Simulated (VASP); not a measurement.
# Zr (P6_3/mmc) in VASP: notebook

Zr is run at these levels: LDA; tasks: single point.

Everything below comes from runs of VASP 6.6.1. Logs are shortened: lines on timing, memory, paths and dates and some standing lists are left out, and cuts for length are marked.

## 1. The cell of the first run

It takes space group P6_3/mmc (No. 194, hexagonal). Conventional cell: a = 2.807 Å, b = 2.807 Å, c = 4.939 Å, α = 90.00°, β = 90.00°, γ = 120.00°. Zr (site symmetry -6m2) has 12 Zr at 2.81 to 2.95 Å within 3.7 Å.

## 2. Single point, LDA

INCAR reads:

```
SYSTEM = Zr
PREC = Accurate
ENCUT = 520
EDIFF = 1E-6
ISMEAR = -1
SIGMA = 0.08
LREAL = .False.
LASPH = .True.
NELM = 100
ALGO = Normal
ISIF = 2
LWAVE = .False.
LCHARG = .True.
LELF = .True.
LVHAR = .True.
NBANDS = 19
```

KPOINTS reads:

```
regular mesh
0
Gamma
  15 15 8
  0 0 0
```

POSCAR reads:

```
Zr
1.0
    2.8073810944      0.0000000000      0.0000000000
   -1.4036905472      2.4312633459      0.0000000000
    0.0000000000      0.0000000000      4.9390259981
Zr
2
Direct
    0.3333333333      0.6666666667      0.2500000000
    0.6666666667      0.3333333333      0.7500000000
```

Potentials or basis: VASP PAW LDA potentials, release 64 (Zr_sv).

Started as:

```console
> cat potpaw_LDA.64/Zr_sv/POTCAR > POTCAR
> mpirun -np 1 vasp_std > vasp.out
```

OUTCAR:

```text
SYSTEM = Zr
   PREC = Accurate
   ENCUT = 520
   EDIFF = 1E-6
   ISMEAR = -1
   LREAL = .False.
   LASPH = .True.
   NELM = 100
   ISIF = 2

 ion  position               nearest neighbor table
   1  0.333  0.667  0.250-   2 2.95   2 2.95   2 2.95   2 2.95   2 2.95   2 2.95
   2  0.667  0.333  0.750-   1 2.95   1 2.95   1 2.95   1 2.95   1 2.95   1 2.95

  LATTYP: Found a hexagonal cell.
 ALAT       =     2.8073810944
 C/A-ratio  =     1.7593001563

  Lattice vectors:

 A1 = (   2.8073810944,   0.0000000000,   0.0000000000)
 A2 = (  -1.4036905472,   2.4312633459,   0.0000000000)
 A3 = (   0.0000000000,   0.0000000000,   4.9390259981)

Analysis of symmetry for initial positions (statically):
=====================================================================
 Subroutine PRICEL returns:
 Original cell was already a primitive cell.

 Routine SETGRP: Setting up the symmetry group for a
 hexagonal supercell.

 Subroutine GETGRP returns: Found 24 space group operations
 (whereof 12 operations were pure point group operations)
 out of a pool of 24 trial point group operations.

The static configuration has the point symmetry D_3d.
 The point group associated with its full space group is D_6h.

Analysis of symmetry for dynamics (positions and initial velocities):
=====================================================================
 Subroutine PRICEL returns:
 Original cell was already a primitive cell.

 Routine SETGRP: Setting up the symmetry group for a
 hexagonal supercell.

 Subroutine GETGRP returns: Found 24 space group operations
 (whereof 12 operations were pure point group operations)
 out of a pool of 24 trial point group operations.

The dynamic configuration has the point symmetry D_3d.
 The point group associated with its full space group is D_6h.

 Subroutine INISYM returns: Found 24 space group operations
 (whereof 12 operations are pure point group operations),
 and found     1 'primitive' translations

----------------------------------------------------------------------------------------

                                     Primitive cell

  volume of cell :      33.7112

  direct lattice vectors                    reciprocal lattice vectors
     2.807381094  0.000000000  0.000000000     0.356203866  0.205654398  0.000000000
    -1.403690547  2.431263346  0.000000000     0.000000000  0.411308796  0.000000000
     0.000000000  0.000000000  4.939025998     0.000000000  0.000000000  0.202469070

  length of vectors
     2.807381094  2.807381094  4.939025998     0.411308796  0.411308796  0.202469070

  position of ions in fractional coordinates (direct lattice)
     0.333333333  0.666666667  0.250000000
     0.666666667  0.333333333  0.750000000

  ion indices of the primitive-cell ions
   primitive index   ion index
                 1           1
                 2           2

----------------------------------------------------------------------------------------

 KPOINTS: regular mesh

Automatic generation of k-mesh.
 Grid dimensions read from file:
 generate k-points for:   15   15    8

 Generating k-lattice:

  Cartesian coordinates                     Fractional coordinates (reciprocal lattice)
     0.023746924  0.013710293  0.000000000     0.066666667  0.000000000  0.000000000
     0.000000000  0.027420586  0.000000000     0.000000000  0.066666667  0.000000000
     0.000000000  0.000000000  0.025308634     0.000000000  0.000000000  0.125000000

  Length of vectors
     0.027420586  0.027420586  0.025308634

  Shift w.r.t. Gamma in fractional coordinates (k-lattice)
     0.000000000  0.000000000  0.000000000

 Subroutine IBZKPT returns following result:
 ===========================================

 Found    135 irreducible k-points:

 Following reciprocal coordinates:
            Coordinates               Weight
  0.000000  0.000000  0.000000      1.000000
  0.066667  0.000000  0.000000      6.000000
  0.133333  0.000000  0.000000      6.000000
  0.200000  0.000000  0.000000      6.000000
  0.266667  0.000000  0.000000      6.000000
  0.333333 -0.000000  0.000000      6.000000
[... 16 lines left out ...]
  0.333333  0.200000  0.000000     12.000000
  0.400000  0.200000  0.000000      6.000000
 [... further k-points ...]
   k-points           NKPTS =    135   k-points in BZ     NKDIM =    135   number of bands    NBANDS=     19
   number of dos      NEDOS =    301   number of ions     NIONS =      2
   total plane-waves  NPLWV =  23040
   dimension x,y,z NGX =    24 NGY =   24 NGZ =   40
   dimension x,y,z NGXF=    48 NGYF=   48 NGZF=   80
   ions per type =               2
   NGX,Y,Z   is equivalent  to a cutoff of  14.21, 14.21, 13.46 a.u.
   NGXF,Y,Z  is equivalent  to a cutoff of  28.42, 28.42, 26.93 a.u.
 SYSTEM =  Zr
   PREC   = accura    normal or accurate (medium, high low for compatibility)
   ISTART =      0    job   : 0-new  1-cont  2-samecut
   ICHARG =      2    charge: 1-file 2-atom 10-const
   ISPIN  =      1    spin polarized calculation?
   LNONCOLLINEAR =      F non collinear calculations
   LSORBIT =      F    spin-orbit coupling
   LASPH  =      T    aspherical Exc in radial PAW
   ENCUT  =  520.0 eV  38.22 Ry    6.18 a.u.   5.22  5.22  9.18*2*pi/ulx,y,z
   NELM   =    100;   NELMIN=  2; NELMDL= -5     # of ELM steps
   EDIFF  = 0.1E-05   stopping-criterion for ELM
   LREAL  =      F    real-space projection
   EDIFFG = 0.1E-04   stopping-criterion for IOM
   NSW    =      0    number of steps for IOM
   IBRION =     -1    ionic relax: 0-MD 1-quasi-New 2-CG
   NFREE  =      0    steps in history (QN), initial steepest desc. (CG)
   ISIF   =      2    stress and relaxation
   ISYM   =      2    0-nonsym 1-usesym 2-fastsym
   POTIM  = 0.5000    time-step for ionic-motion
   TEBEG  =    0.0;   TEEND  =   0.0 temperature during run
   PSTRESS=    0.0 pullay stress
   NELECT =      24.0000    total number of electrons
   NUPDOWN=      -1.0000    fix difference up-down
   EMIN   =  10.00;   EMAX   =-10.00  energy-range for DOS
   EFERMI =   0.00;   METHOD = LEGACY
   ISMEAR =    -1;   SIGMA  =   0.08  broadening in eV -4-tet -1-fermi 0-gaus
   EFERMI_NEDOS =   21; number of points for ismear=-14 and -15
   IALGO  =     38    algorithm
   IMIX   =      4    mixing-type and parameters
     AMIX     =   0.40;   BMIX     =  1.00
     AMIX_MAG =   1.60;   BMIX_MAG =  1.00
  volume/ion in A,a.u.               =      16.86       113.75
  Fermi-wavevector in a.u.,A,eV,Ry     =   1.461797  2.762395 29.073609  2.136850
  Thomas-Fermi vector in A             =   2.578086
   LORBIT       =      0    0 simple, 1 ext, 2 COOP (PROOUT), +10 PAW based schemes
   GGA     = CA    functional components
   LHFCALC =     F    Hartree Fock is set to
   AEXX    =    0.0000 exact exchange contribution
   IVDW    =     0    specifies the selected vdW correction
   LEPSILON=     F    determine dielectric tensor
   LRPA    =     F    only Hartree local field effects (RPA)
 non-spin polarized calculation
  energy-cutoff  :      520.00
  volume of cell :       33.71
 maximum number of plane-waves:       924
 NGX is ok and might be reduce to    24
   NGX = 11   NGY = 11   NGZ = 19

 number of electron      24.0000000 magnetization

 Free energy of the ion-electron system (eV)
  ---------------------------------------------------
  ext. energy  EPLUGINS =         0.00000000
  ---------------------------------------------------
  free energy    TOTEN  =       -17.60598516 eV

  energy without entropy =      -17.57371945  energy(sigma->0) =      -17.58985231

 E-fermi :  12.7642     XC(G=0): -12.8413

 val. band max:       12.7543073036   @ k =   0.0667   0.0000   0.0000
 cond. band min:      12.7827079691   @ k =   0.0667   0.0667   0.2500
 fundamental gap:      0.0284006654
 Fermi energy:        12.7641896664

 k-point     1 :       0.0000    0.0000    0.0000
  band No.  band energies     occupation
      1     -35.3744      2.00000
      2     -34.9868      2.00000
      3     -14.5921      2.00000
      4     -12.3763      2.00000
      5     -12.2841      2.00000
      6     -12.2841      2.00000
[... 11 lines left out ...]
     18      16.5965      0.00000
     19      19.2243      0.00000

 k-point     2 :       0.0667    0.0000    0.0000
  band No.  band energies     occupation
      1     -35.3529      2.00000
      2     -34.9721      2.00000
      3     -14.5563      2.00000
      4     -12.3989      2.00000
      5     -12.3811      2.00000
      6     -12.3153      2.00000
[... 11 lines left out ...]
     18      16.4033      0.00000
     19      19.3447      0.00000

 k-point     3 :       0.1333    0.0000    0.0000
  band No.  band energies     occupation
      1     -35.2913      2.00000
      2     -34.9308      2.00000
      3     -14.4521      2.00000
      4     -12.7182      2.00000
      5     -12.5026      2.00000
      6     -12.4007      2.00000
[... 11 lines left out ...]
     18      15.9481      0.00000
     19      19.5884      0.00000

 k-point     4 :       0.2000    0.0000    0.0000
  band No.  band energies     occupation
      1     -35.1977      2.00000
      2     -34.8704      2.00000
      3     -14.2884      2.00000
      4     -13.1739      2.00000
      5     -12.9415      2.00000
      6     -12.5205      2.00000
[... 11 lines left out ...]
     18      16.2424      0.00000
     19      19.7991      0.00000

 k-point     5 :       0.2667    0.0000    0.0000
  band No.  band energies     occupation
      1     -35.0851      2.00000
      2     -34.8027      2.00000
      3     -14.0807      2.00000
      4     -13.6768      2.00000
      5     -13.4166      2.00000
      6     -12.6514      2.00000
[... 11 lines left out ...]
     18      17.3887      0.00000
     19      19.9207      0.00000
[... 334 lines left out ...]
      2     -34.7273      2.00000
      3     -13.9385      2.00000
      4     -13.8816      2.00000
      5     -13.7943      2.00000
      6     -12.9649      2.00000
[... 11 lines left out ...]
     18      19.0535      0.00000
     19      20.1447      0.00000

 k-point    22 :       0.2667    0.2000    0.0000
  band No.  band energies     occupation
      1     -34.8490      2.00000
      2     -34.6888      2.00000
      3     -14.2017      2.00000
      4     -14.0349      2.00000
      5     -13.5818      2.00000
      6     -13.1947      2.00000
[... 11 lines left out ...]
     18      19.2936      0.00000
     19      21.6475      0.00000

 k-point    23 :       0.3333    0.2000    0.0000
  band No.  band energies     occupation
      1     -34.7769      2.00000
      2     -34.6703      2.00000
      3     -14.3797      2.00000
      4     -14.1083      2.00000
      5     -13.3915      2.00000
      6     -13.3809      2.00000
[... 11 lines left out ...]
     18      19.3835      0.00000
     19      22.6914      0.00000

 k-point    24 :       0.4000    0.2000    0.0000
  band No.  band energies     occupation
      1     -34.7470      2.00000
      2     -34.6680      2.00000
      3     -14.4419      2.00000
      4     -14.1276      2.00000
      5     -13.4540      2.00000
      6     -13.2997      2.00000
[... 11 lines left out ...]
     18      19.2050      0.00000
     19      22.9244      0.00000

 [... further k-points ...]

------------------------ aborting loop because EDIFF is reached ----------------------------------------

  FORCE on cell =-STRESS in cart. coord.  units (eV):
  Direction    XX          YY          ZZ          XY          YZ          ZX
  --------------------------------------------------------------------------------------
  -------------------------------------------------------------------------------------
  Total        8.0398051      8.0398051      8.0428490      0.0000000     -0.0000000      0.0000000
  in kB      382.1038534    382.1038534    382.2485172      0.0000000     -0.0000000      0.0000000
  external PRESSURE =     382.1520747 kB  Pullay stress =       0.0000000 kB

 VOLUME and BASIS-vectors are now :
 -----------------------------------------------------------------------------
  energy-cutoff  :      520.00
  volume of cell :       33.71
      direct lattice vectors                 reciprocal lattice vectors
     2.807381094  0.000000000  0.000000000     0.356203866  0.205654398  0.000000000
    -1.403690547  2.431263346  0.000000000     0.000000000  0.411308796  0.000000000
     0.000000000  0.000000000  4.939025998     0.000000000  0.000000000  0.202469070

 POSITION                                       TOTAL-FORCE (eV/Angst)
 -----------------------------------------------------------------------------------
     -0.00000      1.62084      1.23476        -0.000000      0.000000      0.000000
      1.40369      0.81042      3.70427         0.000000     -0.000000     -0.000000
 -----------------------------------------------------------------------------------
    total drift:                               -0.000000      0.000000     -0.000000

  FREE ENERGIE OF THE ION-ELECTRON SYSTEM (eV)
  ---------------------------------------------------
  free  energy   TOTEN  =       -17.6059851610 eV

  energy  without entropy=      -17.5737194501  energy(sigma->0) =      -17.58985231
```

It took 96 s on 1 thread of Intel Xeon 8259CL, shared host; peak memory 0.19 GiB.

What came out:

```
Free energy            : -17.6060 eV
Pressure               : 38.2 GPa
Band gap on the k mesh : zero (bands 12 and 13 overlap by 1.41 eV)
```

Levels at points of the mesh, in eV from the Fermi level:
```tsv
k point	band 8	band 9	band 10	band 11	band 12	band 13	band 14	band 15	band 16	band 17
(0.00, 0.00, 0.00)	-24.84	-5.70	-3.64	-0.01	1.13	1.13	1.87	1.87	2.26	3.83
(0.00, 0.00, 0.50)	-24.94	-3.82	-3.82	-0.33	-0.33	1.18	1.18	1.18	1.18	5.71
```

Caveat: the cell stands under pressure.

## 3. Single point, LDA

INCAR reads:

```
PREC     = Accurate       # precision mode
ENCUT    = 520            # plane-wave cutoff, eV
EDIFF    = 1E-6           # SCF threshold, eV
ISMEAR   = -1             # smearing method
SIGMA    = 0.08           # smearing width, eV
LREAL    = F              # projectors in reciprocal space
LASPH    = T              # aspherical terms in the spheres
NELM     = 60             # most SCF steps
ALGO     = Normal         # electronic algorithm
ISIF     = 2              # what is computed and relaxed
LWAVE    = F              # write WAVECAR
LCHARG   = F              # write CHGCAR
GGA      = CA             # functional
NBANDS   = 19             # bands
```

KPOINTS reads:

```
Automatic mesh
0
Gamma
  15 15 8
```

POSCAR reads:

```
Zr
1.0
    2.8074838561      0.0000000000      0.0000000000
   -1.4037419281      2.4313523401      0.0000000000
    0.0000000000      0.0000000000      4.9394586140
Zr
2
Direct
    0.3333333333      0.6666666667      0.2500000000
    0.6666666667      0.3333333333      0.7500000000
```

Potentials or basis: VASP PAW LDA potentials, release 64 (Zr_sv).

Started as:

```console
> cat potpaw_LDA.64/Zr_sv/POTCAR > POTCAR
> mpirun -np 1 vasp_std > vasp.out
```

Run time: 97 s. Hardware: 1 thread of Intel Xeon 8259CL, shared host; peak memory 0.19 GiB.

The run converged. Its results:

```
Free energy            : -17.6073 eV
Pressure               : 38.2 GPa
Band gap on the k mesh : zero (bands 12 and 13 overlap by 1.41 eV)
```

Levels at points of the mesh, in eV from the Fermi level:
```tsv
k point	band 10	band 11	band 12	band 13	band 14	band 15
(0.00, 0.00, 0.00)	-3.64	-0.01	1.13	1.13	1.87	1.87
(0.00, 0.00, 0.50)	-3.82	-0.33	-0.33	1.18	1.18	1.18
```

Caveat: the cell stands under pressure.
